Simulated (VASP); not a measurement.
A run of VASP 6.6.1 is set up as follows.

Contents of INCAR:

```
PREC     = Accurate       # precision mode
ENCUT    = 520            # plane-wave cutoff, eV
EDIFF    = 1E-8           # SCF threshold, eV
ISMEAR   = 0              # smearing method
SIGMA    = 0.01           # smearing width, eV
LREAL    = F              # projectors in reciprocal space
LASPH    = T              # aspherical terms in the spheres
NELM     = 100            # most SCF steps
ALGO     = Normal         # electronic algorithm
ISIF     = 2              # what is computed and relaxed
LWAVE    = F              # write WAVECAR
LCHARG   = F              # write CHGCAR
GGA      = PS             # functional
LEPSILON = T              # dielectric tensor by DFPT
```

Contents of KPOINTS:

```
Automatic mesh
0
Gamma
  6 6 8
```

Contents of POSCAR:

```
SiO2
1.0
    4.1773000000      0.0000000000      0.0000000000
    0.0000000000      4.1773000000      0.0000000000
    0.0000000000      0.0000000000      2.6652000000
Si O
2 4
Direct
    0.0000000000      0.0000000000      0.0000000000
    0.5000000000      0.5000000000      0.5000000000
    0.3059000000      0.3059000000      0.0000000000
    0.1941000000      0.8059000000      0.5000000000
    0.6941000000      0.6941000000      0.0000000000
    0.8059000000      0.1941000000      0.5000000000
```

Potentials or basis: VASP PAW PBE potentials, release 64 (Si, O).

Run with:

```sh
$ cat potpaw_PBE.64/Si/POTCAR potpaw_PBE.64/O/POTCAR > POTCAR
$ mpirun -np 1 vasp_std > vasp.out
```

Question: What does it give for the electronic dielectric tensor (diagonal)?

Answer: 3.38, 3.38, 3.55.

Question: Predict the Born charges (mean of the diagonal).

Answer: Si +3.87; O -1.93 e.

Question: What does it give for the band gap on the k mesh?

Answer: 5.59 eV.

Born effective charge tensors (e):
atom 1, Si
```
3.79 0.37 0.00
0.37 3.79 0.00
0.00 0.00 4.03
```
atom 2, Si
```
 3.79 -0.37  0.00
-0.37  3.79  0.00
 0.00  0.00  4.03
```
atom 3, O
```
-1.89 -0.56  0.00
-0.56 -1.89  0.00
 0.00  0.00 -2.02
```
atom 4, O
```
-1.89  0.56  0.00
 0.56 -1.89  0.00
 0.00  0.00 -2.02
```
atom 5, O
```
-1.89 -0.56  0.00
-0.56 -1.89  0.00
 0.00  0.00 -2.02
```
atom 6, O
```
-1.89  0.56  0.00
 0.56 -1.89  0.00
 0.00  0.00 -2.02
```

 A k mesh can miss the band edges.
